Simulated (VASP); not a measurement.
Input of a VASP 6.6.1 run:

The input INCAR:

```
SYSTEM = Ge
ALGO     = Normal         ! electronic algorithm
EDIFF    = 1E-7           ! SCF threshold, eV
ENCUT    = 520            ! plane-wave cutoff, eV
GGA      = PS             ! functional
ISIF     = 2              ! what is computed and relaxed
ISMEAR   = -1             ! smearing method
LASPH    = .TRUE.         ! aspherical terms in the spheres
LCHARG   = .TRUE.         ! write CHGCAR
LELF     = .TRUE.         ! ELF
LREAL    = .FALSE.        ! projectors in reciprocal space
LVHAR    = .TRUE.       
LWAVE    = .FALSE.        ! write WAVECAR
NBANDS   = 21             ! bands
NELM     = 100            ! most SCF steps
PREC     = Accurate       ! precision mode
SIGMA    = 0.08           ! smearing width, eV
```

KPOINTS

```
k-points
0
G
  18 18 18
  0 0 0
```

The input POSCAR:

```
Ge
1.0
   -2.1806896671      2.1806896671      1.1842009003
    2.1806896671     -2.1806896671      1.1842009003
    2.1806896671      2.1806896671     -1.1842009003
Ge
2
Direct
   -0.3750000000     -0.1250000000     -0.2500000000
    0.3750000000      0.1250000000      0.2500000000
```

Potentials or basis: VASP PAW PBE potentials, release 64 (Ge_d).

Run with:

```bash
$ cat potpaw_PBE.64/Ge_d/POTCAR > POTCAR
$ mpirun -np 1 vasp_std > vasp.out
```

(1) What does it give for the pressure?

(2) Predict the band gap on the k mesh.

## Answers

(1) 120.3 GPa.

(2) zero (bands 14 and 15 overlap by 9.39 eV).

Caveat: the cell stands under pressure; the PAW data sets were made with another functional, which shifts forces and pressure a little.
